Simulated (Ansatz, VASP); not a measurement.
**KBr: VASP beside Ansatz**

```
K Br
1.0
     0.00000    3.35000    3.35000
     3.35000    0.00000    3.35000
     3.35000    3.35000    0.00000
K Br
1 1
Direct
  0.00517 0.00517 0.00517
  0.50000 0.50000 0.50000
```

Alike in both runs: task single point; functional PBE0; k mesh 4 × 4 × 4; occupations fermi-dirac, width 0.05 eV; no spin polarisation.

```csv
,VASP,Ansatz
version,VASP 6.6.1,Ansatz 0.2.0 development build
potentials or method,"VASP PAW PBE potentials, release 64 (K_sv, Br), cutoff 520 eV","plane waves, all-electron PAW datasets generated for the crystal"
```

VASP gave:

```
gap on the k mesh at the Fermi level (eV) : 6.20
rms of the force components (eV/Å)        : 0.034
```

Q: What did Ansatz give for the same quantities?

A: gap on the k mesh at the Fermi level (eV): 6.21; rms of the force components (eV/Å): 0.034.

Atom by atom the forces differ by 0.001 eV/Å (rms over components). Ansatz ran all-electron here, and VASP with PAW potentials.
